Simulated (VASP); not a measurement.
# Pd (P6/mmm) in VASP: notebook

The runs below take Pd through single point, with revPBE.

All numbers are computed with VASP 6.6.1; they aren't measurements. Logs are shortened: lines on timing, memory, paths and dates and some standing lists are left out, and cuts for length are marked.

### Step 1. The cell of the first run

Symmetry: P6/mmm, No. 191, hexagonal system. Conventional cell: a = 4.535 Å, b = 4.535 Å, c = 2.699 Å, α = 90.00°, β = 90.00°, γ = 120.00°. Within 3.6 Å of Pd (site symmetry 6/mmm) lie 14 Pd at 2.70 to 2.95 Å. Within 3.5 Å of Pd (site symmetry -6m2) lie 11 Pd at 2.62 to 2.95 Å.

This isn't the form of Pd at room conditions, which is fcc.

### Step 2. Single point, revPBE

File INCAR:

```
SYSTEM = Pd
PREC = Accurate ; ENCUT = 520
EDIFF = 1E-7 ; ISMEAR = -1
SIGMA = 0.1 ; LREAL = .False.
LASPH = .True. ; NELM = 60
ALGO = Normal ; ISIF = 2
LWAVE = .False. ; LCHARG = .False.
GGA = RE ; NBANDS = 22
```

File KPOINTS:

```
Automatic mesh
0
Gamma
  8 8 12
  0 0 0
```

File POSCAR:

```
Pd
1.0
    4.5353183976      0.0000000000      0.0000000000
   -2.2676591988      3.9277009466      0.0000000000
    0.0000000000      0.0000000000      2.6990696916
Pd
3
Direct
    0.0000000000      0.0000000000      1.0000000000
    0.3333333333      0.6666666667      0.5000000000
    0.6666666667      0.3333333333      0.5000000000
```

Potentials or basis: VASP PAW PBE potentials, release 64 (Pd).

Started as:

```console
$ cat potpaw_PBE.64/Pd/POTCAR > POTCAR
$ mpirun -np 1 vasp_std > vasp.out
```

OUTCAR:

```text
SYSTEM = Pd
   PREC = Accurate
   ENCUT = 520
   EDIFF = 1E-7
   ISMEAR = -1
   LREAL = .False.
   LASPH = .True.
   NELM = 60
   ISIF = 2
   GGA = RE

 ion  position               nearest neighbor table
   1  0.000  0.000  0.000-   2 2.95   3 2.95   2 2.95   3 2.95   3 2.95   3 2.95   2 2.95   2 2.95
                             3 2.95   3 2.95   2 2.95   2 2.95
   2  0.333  0.667  0.500-   3 2.62   3 2.62   3 2.62   1 2.95   1 2.95   1 2.95   1 2.95   1 2.95
                             1 2.95
   3  0.667  0.333  0.500-   2 2.62   2 2.62   2 2.62   1 2.95   1 2.95   1 2.95   1 2.95   1 2.95
                             1 2.95

  LATTYP: Found a hexagonal cell.
 ALAT       =     4.5353183976
 C/A-ratio  =     0.5951224269

  Lattice vectors:

 A1 = (   4.5353183976,   0.0000000000,   0.0000000000)
 A2 = (  -2.2676591988,   3.9277009466,   0.0000000000)
 A3 = (   0.0000000000,   0.0000000000,   2.6990696916)

Analysis of symmetry for initial positions (statically):
=====================================================================
 Subroutine PRICEL returns:
 Original cell was already a primitive cell.

 Routine SETGRP: Setting up the symmetry group for a
 hexagonal supercell.

 Subroutine GETGRP returns: Found 24 space group operations
 (whereof 24 operations were pure point group operations)
 out of a pool of 24 trial point group operations.

The static configuration has the point symmetry D_6h.

Analysis of symmetry for dynamics (positions and initial velocities):
=====================================================================
 Subroutine PRICEL returns:
 Original cell was already a primitive cell.

 Routine SETGRP: Setting up the symmetry group for a
 hexagonal supercell.

 Subroutine GETGRP returns: Found 24 space group operations
 (whereof 24 operations were pure point group operations)
 out of a pool of 24 trial point group operations.

The dynamic configuration has the point symmetry D_6h.

 Subroutine INISYM returns: Found 24 space group operations
 (whereof 24 operations are pure point group operations),
 and found     1 'primitive' translations

----------------------------------------------------------------------------------------

                                     Primitive cell

  volume of cell :      48.0795

  direct lattice vectors                    reciprocal lattice vectors
     4.535318398  0.000000000  0.000000000     0.220491686  0.127300934  0.000000000
    -2.267659199  3.927700947  0.000000000     0.000000000  0.254601869  0.000000000
     0.000000000  0.000000000  2.699069692     0.000000000  0.000000000  0.370498029

  length of vectors
     4.535318398  4.535318398  2.699069692     0.254601869  0.254601869  0.370498029

  position of ions in fractional coordinates (direct lattice)
     0.000000000  0.000000000  0.000000000
     0.333333333  0.666666667  0.500000000
     0.666666667  0.333333333  0.500000000

  ion indices of the primitive-cell ions
   primitive index   ion index
                 1           1
                 2           2
                 3           3

----------------------------------------------------------------------------------------

 KPOINTS: Automatic mesh

Automatic generation of k-mesh.
 Grid dimensions read from file:
 generate k-points for:    8    8   12

 Generating k-lattice:

  Cartesian coordinates                     Fractional coordinates (reciprocal lattice)
     0.027561461  0.015912617  0.000000000     0.125000000 -0.000000000  0.000000000
     0.000000000  0.031825234  0.000000000     0.000000000  0.125000000  0.000000000
     0.000000000  0.000000000  0.030874836     0.000000000  0.000000000  0.083333333

  Length of vectors
     0.031825234  0.031825234  0.030874836

  Shift w.r.t. Gamma in fractional coordinates (k-lattice)
     0.000000000  0.000000000  0.000000000

 Subroutine IBZKPT returns following result:
 ===========================================

 Found     70 irreducible k-points:

 Following reciprocal coordinates:
            Coordinates               Weight
  0.000000  0.000000  0.000000      1.000000
  0.125000  0.000000  0.000000      6.000000
  0.250000  0.000000  0.000000      6.000000
  0.375000 -0.000000  0.000000      6.000000
  0.500000  0.000000  0.000000      3.000000
  0.125000  0.125000  0.000000      6.000000
[... 16 lines left out ...]
  0.250000  0.000000  0.166667     12.000000
  0.375000 -0.000000  0.166667     12.000000
 [... further k-points ...]
   k-points           NKPTS =     70   k-points in BZ     NKDIM =     70   number of bands    NBANDS=     22
   number of dos      NEDOS =    301   number of ions     NIONS =      3
   total plane-waves  NPLWV =  25920
   dimension x,y,z NGX =    36 NGY =   36 NGZ =   20
   dimension x,y,z NGXF=    72 NGYF=   72 NGZF=   40
   ions per type =               3
   NGX,Y,Z   is equivalent  to a cutoff of  13.20, 13.20, 12.32 a.u.
   NGXF,Y,Z  is equivalent  to a cutoff of  26.39, 26.39, 24.64 a.u.
 SYSTEM =  Pd
   PREC   = accura    normal or accurate (medium, high low for compatibility)
   ISTART =      0    job   : 0-new  1-cont  2-samecut
   ICHARG =      2    charge: 1-file 2-atom 10-const
   ISPIN  =      1    spin polarized calculation?
   LNONCOLLINEAR =      F non collinear calculations
   LSORBIT =      F    spin-orbit coupling
   LASPH  =      T    aspherical Exc in radial PAW
   ENCUT  =  520.0 eV  38.22 Ry    6.18 a.u.   8.43  8.43  5.02*2*pi/ulx,y,z
   NELM   =     60;   NELMIN=  2; NELMDL= -5     # of ELM steps
   EDIFF  = 0.1E-06   stopping-criterion for ELM
   LREAL  =      F    real-space projection
   EDIFFG = 0.1E-05   stopping-criterion for IOM
   NSW    =      0    number of steps for IOM
   IBRION =     -1    ionic relax: 0-MD 1-quasi-New 2-CG
   NFREE  =      0    steps in history (QN), initial steepest desc. (CG)
   ISIF   =      2    stress and relaxation
   ISYM   =      2    0-nonsym 1-usesym 2-fastsym
   POTIM  = 0.5000    time-step for ionic-motion
   TEBEG  =    0.0;   TEEND  =   0.0 temperature during run
   PSTRESS=    0.0 pullay stress
   NELECT =      30.0000    total number of electrons
   NUPDOWN=      -1.0000    fix difference up-down
   EMIN   =  10.00;   EMAX   =-10.00  energy-range for DOS
   EFERMI =   0.00;   METHOD = LEGACY
   ISMEAR =    -1;   SIGMA  =   0.10  broadening in eV -4-tet -1-fermi 0-gaus
   EFERMI_NEDOS =   21; number of points for ismear=-14 and -15
   IALGO  =     38    algorithm
   IMIX   =      4    mixing-type and parameters
     AMIX     =   0.40;   BMIX     =  1.00
     AMIX_MAG =   1.60;   BMIX_MAG =  1.00
  volume/ion in A,a.u.               =      16.03       108.15
  Fermi-wavevector in a.u.,A,eV,Ry     =   1.398927  2.643589 26.626569  1.956998
  Thomas-Fermi vector in A             =   2.522037
   LORBIT       =      0    0 simple, 1 ext, 2 COOP (PROOUT), +10 PAW based schemes
   GGA     = RE    functional components
   LHFCALC =     F    Hartree Fock is set to
   AEXX    =    0.0000 exact exchange contribution
   IVDW    =     0    specifies the selected vdW correction
   LEPSILON=     F    determine dielectric tensor
   LRPA    =     F    only Hartree local field effects (RPA)
 non-spin polarized calculation
  energy-cutoff  :      520.00
  volume of cell :       48.08
 maximum number of plane-waves:      1330
 NGX is ok and might be reduce to    36
   NGX = 17   NGY = 17   NGZ = 11

 number of electron      29.9999999 magnetization

 Free energy of the ion-electron system (eV)
  ---------------------------------------------------
  ext. energy  EPLUGINS =         0.00000000
  ---------------------------------------------------
  free energy    TOTEN  =       -14.03869915 eV

  energy without entropy =      -13.85415581  energy(sigma->0) =      -13.94642748

 E-fermi :   8.5589     XC(G=0): -12.5784

 val. band max:        8.5554483948   @ k =   0.1250   0.0000   0.0833
 cond. band min:       8.5653495028   @ k =   0.3750  -0.0000   0.1667
 fundamental gap:      0.0099011080
 Fermi energy:         8.5589261188

 k-point     1 :       0.0000    0.0000    0.0000
  band No.  band energies     occupation
      1       2.0542      2.00000
      2       3.9348      2.00000
      3       5.2923      2.00000
      4       5.6575      2.00000
      5       5.6575      2.00000
      6       5.6667      2.00000
[... 14 lines left out ...]
     21      16.3333      0.00000
     22      16.6259      0.00000

 k-point     2 :       0.1250    0.0000    0.0000
  band No.  band energies     occupation
      1       2.2372      2.00000
      2       3.9893      2.00000
      3       5.0474      2.00000
      4       5.2455      2.00000
      5       5.3129      2.00000
      6       5.6290      2.00000
[... 14 lines left out ...]
     21      17.5978      0.00000
     22      18.4667      0.00000

 k-point     3 :       0.2500    0.0000    0.0000
  band No.  band energies     occupation
      1       2.7539      2.00000
      2       4.0992      2.00000
      3       4.5279      2.00000
      4       5.0379      2.00000
      5       5.1284      2.00000
      6       5.5096      2.00000
[... 14 lines left out ...]
     21      19.5211      0.00000
     22      20.9331      0.00000

 k-point     4 :       0.3750   -0.0000    0.0000
  band No.  band energies     occupation
      1       3.4771      2.00000
      2       3.9543      2.00000
      3       4.4789      2.00000
      4       4.8269      2.00000
      5       5.0883      2.00000
      6       5.2892      2.00000
[... 14 lines left out ...]
     21      21.4464      0.00000
     22      23.0090      0.00000

 k-point     5 :       0.5000    0.0000    0.0000
  band No.  band energies     occupation
      1       3.7606      2.00000
      2       4.2068      2.00000
      3       4.2567      2.00000
      4       4.9151      2.00000
      5       5.0110      2.00000
      6       5.0995      2.00000
[... 417 lines left out ...]
 k-point    22 :       0.1250    0.0000    0.1667
  band No.  band energies     occupation
      1       2.8671      2.00000
      2       4.5638      2.00000
      3       4.9648      2.00000
      4       5.0961      2.00000
      5       5.4538      2.00000
      6       5.6267      2.00000
[... 14 lines left out ...]
     21      18.1978      0.00000
     22      19.0189      0.00000

 k-point    23 :       0.2500    0.0000    0.1667
  band No.  band energies     occupation
      1       3.3355      2.00000
      2       4.5722      2.00000
      3       4.7301      2.00000
      4       5.0181      2.00000
      5       5.3664      2.00000
      6       5.8260      2.00000
[... 14 lines left out ...]
     21      20.0521      0.00000
     22      20.8311      0.00000

 k-point    24 :       0.3750   -0.0000    0.1667
  band No.  band energies     occupation
      1       3.9939      2.00000
      2       4.2795      2.00000
      3       4.9487      2.00000
      4       5.0356      2.00000
      5       5.1702      2.00000
      6       5.6807      2.00000
[... 14 lines left out ...]
     21      21.9450      0.00000
     22      21.9482      0.00000

 [... further k-points ...]

------------------------ aborting loop because EDIFF is reached ----------------------------------------

  FORCE on cell =-STRESS in cart. coord.  units (eV):
  Direction    XX          YY          ZZ          XY          YZ          ZX
  --------------------------------------------------------------------------------------
  -------------------------------------------------------------------------------------
  Total       -0.0955302     -0.0955302     -0.0842883      0.0000000     -0.0000000      0.0000000
  in kB       -3.1833987     -3.1833987     -2.8087788      0.0000000     -0.0000000      0.0000000
  external PRESSURE =      -3.0585254 kB  Pullay stress =       0.0000000 kB

 VOLUME and BASIS-vectors are now :
 -----------------------------------------------------------------------------
  energy-cutoff  :      520.00
  volume of cell :       48.08
      direct lattice vectors                 reciprocal lattice vectors
     4.535318398  0.000000000  0.000000000     0.220491686  0.127300934  0.000000000
    -2.267659199  3.927700947  0.000000000     0.000000000  0.254601869  0.000000000
     0.000000000  0.000000000  2.699069692     0.000000000  0.000000000  0.370498029

 POSITION                                       TOTAL-FORCE (eV/Angst)
 -----------------------------------------------------------------------------------
      0.00000      0.00000      0.00000        -0.000000      0.000000      0.000000
     -0.00000      2.61847      1.34953         0.000000      0.000000      0.000000
      2.26766      1.30923      1.34953        -0.000000     -0.000000      0.000000
 -----------------------------------------------------------------------------------
    total drift:                                0.000000      0.000000     -0.000000

  FREE ENERGIE OF THE ION-ELECTRON SYSTEM (eV)
  ---------------------------------------------------
  free  energy   TOTEN  =       -14.0386991531 eV

  energy  without entropy=      -13.8541558128  energy(sigma->0) =      -13.94642748
```

It took 24 s on 1 thread of Intel Xeon 6975P-C (Granite Rapids), shared host; peak memory 0.2 GiB.

Results:

```
Free energy            : -14.0387 eV
Pressure               : -0.3 GPa
Band gap on the k mesh : zero (bands 15 and 16 overlap by 0.86 eV)
```

Levels at points of the mesh, in eV from the Fermi level:
```tsv
k point	band 11	band 12	band 13	band 14	band 15	band 16	band 17	band 18	band 19	band 20
(0.00, 0.00, 0.00)	-1.44	-1.44	-1.31	-1.31	0.09	0.09	7.17	7.17	7.18	7.18
(0.50, 0.00, 0.00)	-1.18	-0.48	-0.35	-0.34	-0.26	-0.05	0.15	1.43	7.08	14.47
(0.00, 0.00, 0.50)	-0.46	-0.46	-0.20	-0.20	0.62	2.29	3.04	9.17	9.83	9.83
(0.50, 0.00, 0.50)	-0.74	-0.64	-0.40	0.09	0.36	2.93	3.14	6.24	6.66	9.10
```

Caveat: the PAW data sets were made with another functional, which shifts forces and pressure a little.

### Step 3. Single point, revPBE (14.10 Å³/atom)

This run uses another cell than the first one, of 14.10 Å³/atom.

File INCAR:

```
SYSTEM = Pd
PREC = Accurate ; ENCUT = 520
EDIFF = 1E-6 ; ISMEAR = -1
SIGMA = 0.1 ; LREAL = .FALSE.
LASPH = .TRUE. ; NELM = 60
ALGO = Normal ; ISIF = 2
LWAVE = .FALSE. ; LCHARG = .TRUE.
GGA = RE ; LELF = .TRUE.
LVHAR = .TRUE. ; NBANDS = 22
```

File KPOINTS:

```
regular mesh
0
G
  9 9 13
  0 0 0
```

File POSCAR:

```
Pd
1.0
    4.3461229257      0.0000000000      0.0000000000
   -2.1730614629      3.7638528616      0.0000000000
    0.0000000000      0.0000000000      2.5864752232
Pd
3
Direct
    0.0000000000      0.0000000000      1.0000000000
    0.3333333333      0.6666666667      0.5000000000
    0.6666666667      0.3333333333      0.5000000000
```

Potentials or basis: VASP PAW PBE potentials, release 64 (Pd).

Started as:

```console
$ cat potpaw_PBE.64/Pd/POTCAR > POTCAR
$ mpirun -np 1 vasp_std > vasp.out
```

Run time: 22 s. Hardware: 1 thread of Intel Xeon 6975P-C (Granite Rapids), shared host; peak memory 0.19 GiB.

It converged, with:

```yaml
Free_energy: -13.6285 eV
Pressure: 25.9 GPa
Band_gap_on_the_k_mesh: zero (bands 15 and 16 overlap by 0.98 eV)
```

Stress tensor (GPa, compression positive):
```
25.80  0.00  0.00
 0.00 25.80  0.00
 0.00  0.00 26.04
```

Levels at points of the mesh, in eV from the Fermi level:
| k point | band 13 | band 14 | band 15 | band 16 | band 17 | band 18 |
| --- | --- | --- | --- | --- | --- | --- |
| (0.00, 0.00, 0.00) | -1.62 | -1.62 | 0.15 | 0.15 | 7.83 | 7.83 |

Caveat: the cell stands under pressure; the PAW data sets were made with another functional, which shifts forces and pressure a little.

### Step 4. Single point, revPBE (14.74 Å³/atom)

This run uses another cell than the first one, of 14.74 Å³/atom.

File INCAR:

```
PREC = Accurate
ENCUT = 520
EDIFF = 1E-7
ISMEAR = -1
SIGMA = 0.1
LREAL = F
LASPH = T
NELM = 100
ALGO = Normal
ISIF = 2
LWAVE = F
LCHARG = F
GGA = RE
NBANDS = 22
```

File KPOINTS:

```
Automatic mesh
0
Gamma
  9 9 13
```

File POSCAR:

```
Pd
1.0
    4.4109999969      0.0000000000      0.0000000000
   -2.2054999985      3.8200380534      0.0000000000
    0.0000000000      0.0000000000      2.6250850232
Pd
3
Direct
    0.0000000000      0.0000000000      1.0000000000
    0.3333333333      0.6666666667      0.5000000000
    0.6666666667      0.3333333333      0.5000000000
```

Started as:

```console
$ cat potpaw_PBE.64/Pd/POTCAR > POTCAR
$ mpirun -np 1 vasp_std > vasp.out
```

It took 26 s on 1 thread of Intel Xeon 6975P-C (Granite Rapids), shared host; peak memory 0.2 GiB.

The run converged. Its results:

- Free energy: -13.8711 eV
- Pressure: 14.8 GPa
- Band gap on the k mesh: zero (bands 15 and 16 overlap by 0.91 eV)

Stress tensor (GPa, compression positive):
```
14.76  0.00  0.00
 0.00 14.76  0.00
 0.00  0.00 15.02
```

Levels at points of the mesh, in eV from the Fermi level:
```tsv
k point	band 11	band 12	band 13	band 14	band 15	band 16	band 17	band 18	band 19	band 20
(0.00, 0.00, 0.00)	-1.63	-1.63	-1.51	-1.51	0.13	0.13	7.59	7.59	7.59	7.59
```

Caveat: the cell stands under pressure; the PAW data sets were made with another functional, which shifts forces and pressure a little.

### Step 5. The runs side by side

```tsv
cell	k mesh	gap on the mesh (eV)	pressure (GPa)
a = 4.535, b = 4.535, c = 2.699 Å, angles 90.0, 90.0, 120.0°, 3 atoms	8 × 8 × 12	none	-0.3
a = 4.346, b = 4.346, c = 2.586 Å, angles 90.0, 90.0, 120.0°, 3 atoms	9 × 9 × 13	none	25.9
a = 4.411, b = 4.411, c = 2.625 Å, angles 90.0, 90.0, 120.0°, 3 atoms	9 × 9 × 13	none	14.8
```

Alike in all rows: task single point; level revPBE; potentials or basis VASP PAW PBE potentials, release 64 (Pd); no spin polarisation; cutoff (eV) 520; smearing fermi-dirac 0.1 eV.

Caveats: the PAW data sets were made with another functional, which shifts forces and pressure a little; the cell stands under pressure (at least some runs).

Absolute energies hang on the potentials; compare differences alone.
